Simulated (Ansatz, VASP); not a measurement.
## PtS2 in VASP and in Ansatz

INCAR

```
SYSTEM = PtS2
PREC = Accurate ; ENCUT = 520
EDIFF = 1E-7 ; ISMEAR = 0
SIGMA = 0.05 ; LREAL = .False.
LASPH = .True. ; NELM = 150
ALGO = Normal ; ISIF = 2
LWAVE = .False. ; LCHARG = .True.
ISPIN = 2 ; MAGMOM = 4 4 0 0 0 0
LORBIT = 11 ; LMAXMIX = 4
GGA = PS ; LELF = .True.
LVHAR = .True. ; NBANDS = 35
```

File KPOINTS:

```
regular mesh
0
Gamma
  7 7 3
  0 0 0
```

Contents of POSCAR:

```
PtS2
1.0
    3.5431995400      0.0000000000      0.0000000000
   -1.7715997700      3.0685008100      0.0000000000
    0.0000000000      0.0000000000     10.0776001800
Pt S
2 4
Direct
    0.0000000000      0.0000000000      0.0000000000
    0.0000000000      0.0000000000      0.5000000000
    0.3333333333      0.6666666667      0.1250000000
    0.6666666667      0.3333333333      0.3750000000
    0.3333333333      0.6666666667      0.6250000000
    0.6666666667      0.3333333333      0.8750000000
```

Input for Ansatz:

```yaml
crystal:
  lattice:
    - [3.54319954, 0.0, 0.0]
    - [-1.77159977, 3.06850081, 0.0]
    - [0.0, 0.0, 10.07760018]
  atoms:
    - { symbol: Pt, position: [0.0, 0.0, 0.0], spin: 4.0 }
    - { symbol: S, position: [0.3333333333, 0.6666666667, 0.125] }
    - { symbol: S, position: [0.6666666667, 0.3333333333, 0.375] }
    - { symbol: Pt, position: [0.0, 0.0, 0.5], spin: 4.0 }
    - { symbol: S, position: [0.3333333333, 0.6666666667, 0.625] }
    - { symbol: S, position: [0.6666666667, 0.3333333333, 0.875] }
basis:
  ecutwfc: 420
  ecutrho_ratio: 4
kpoints:
  mp_grid: { grid: [7, 7, 3] }
hamiltonian:
  xc: pbesol
scf:
  occupations: { method: gaussian, width: 0.05 }
output:
  forces: true
  stress: true
  eigenvalues: true
  populations: true
  hubbard: { sites: [{ site: 0, l: d }, { site: 3, l: d }] }
magnetization:
  spin_polarized: true
```

Alike in both runs: task single point; functional PBEsol; k mesh 7 × 7 × 3; occupations gaussian, width 0.05 eV; collinear spin.

|  | VASP | Ansatz |
| --- | --- | --- |
| version | VASP 6.6.1 | Ansatz 0.2.0 |
| potentials or method | VASP PAW PBE potentials, release 64 (Pt, S), cutoff 520 eV | scalar-relativistic, plane waves, PAW |
| valence electrons in the cell | 44 | 60 |

Ansatz gave:

* gap on the k mesh at the Fermi level (eV): 0.37
* least direct gap on the mesh (eV): 0.83
* pressure (GPa): -2.8
* rms of the force components (eV/Å): 0.267
* net moment per atom (μB): 0.00

What did VASP give for the same quantities?

gap on the k mesh at the Fermi level (eV): 0.38; least direct gap on the mesh (eV): 0.84; pressure (GPa): -3.1; rms of the force components (eV/Å): 0.279; net moment per atom (μB): 0.00.

VASP's potentials were made for PBE, not for PBEsol. VASP's potentials hold 44 valence electrons a cell and Ansatz's 60, so a difference there can come from the potentials and not from the codes. Ansatz's warnings: given moment on shells, seeded moment not kept.

Neither program's run includes spin-orbit coupling.
